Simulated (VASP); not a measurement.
Wanted: the native input for a VASP 6.6.1 run.

* Task: single point
* Functional: PBEsol
* Potentials or basis: VASP PAW PBE potentials, release 64 (Hf_pv, O)
* Cutoff: 520 eV
* k mesh: 4 × 4 × 4
* Occupations: fermi-dirac, width 0.03 eV
* Spin: no spin polarisation
* Dipole correction: no
* Further INCAR settings: ALGO = Normal; EDIFF = 1e-06; NBANDS = 56

The structure of HfO2 lies in POSCAR:

```
HfO2
1.0
    5.2276947756      0.0000000000      0.0000000000
    0.0000000000      5.0171256014      0.0000000000
    0.0000000000      0.0000000000      5.0412381249
Hf O
4 8
Direct
    0.0329167433      0.2675589170      0.2422948831
    0.4670832567      0.2675589170      0.7422948831
    0.5329167433      0.7324410830      0.2422948831
    0.9670832567      0.7324410830      0.7422948831
    0.3680121663      0.0717172788      0.3799259157
    0.1319878337      0.0717172788      0.8799259157
    0.7340155665      0.4596615731      0.4907792011
    0.7659844335      0.4596615731      0.9907792011
    0.2659844335      0.5403384269      0.9907792011
    0.2340155665      0.5403384269      0.4907792011
    0.8680121663      0.9282827212      0.3799259157
    0.6319878337      0.9282827212      0.8799259157
```

The input as run:

INCAR

```
  PREC = Accurate
  ENCUT = 520
  EDIFF = 1E-6
  ISMEAR = -1
  SIGMA = 0.03
  LREAL = F
  LASPH = T
  NELM = 80
  ALGO = Normal
  ISIF = 2
  LWAVE = F
  LCHARG = T
  GGA = PS
  LELF = T
  LVHAR = T
  NBANDS = 56
```

KPOINTS

```
Automatic mesh
0
Gamma
  4 4 4
```

Potentials or basis: VASP PAW PBE potentials, release 64 (Hf_pv, O).

Launch:

```sh
$ cat potpaw_PBE.64/Hf_pv/POTCAR potpaw_PBE.64/O/POTCAR > POTCAR
$ mpirun -np 1 vasp_std > vasp.out
```

It gave:

| Item | Value |
| --- | --- |
| Pressure | -3.1 GPa |
| Largest force | 0.060 eV/Å |
| Band gap on the k mesh | 4.34 eV (least direct gap 4.54 eV) |

Caveat: the cell stands under tension; the PAW data sets were made with another functional, which shifts forces and pressure a little; spin-orbit coupling is left out, which moves the levels of the heavy elements.

Run time: 3.5 min on 1 thread of Intel Xeon 8259CL, with other jobs on the host, peak memory 0.32 GiB.
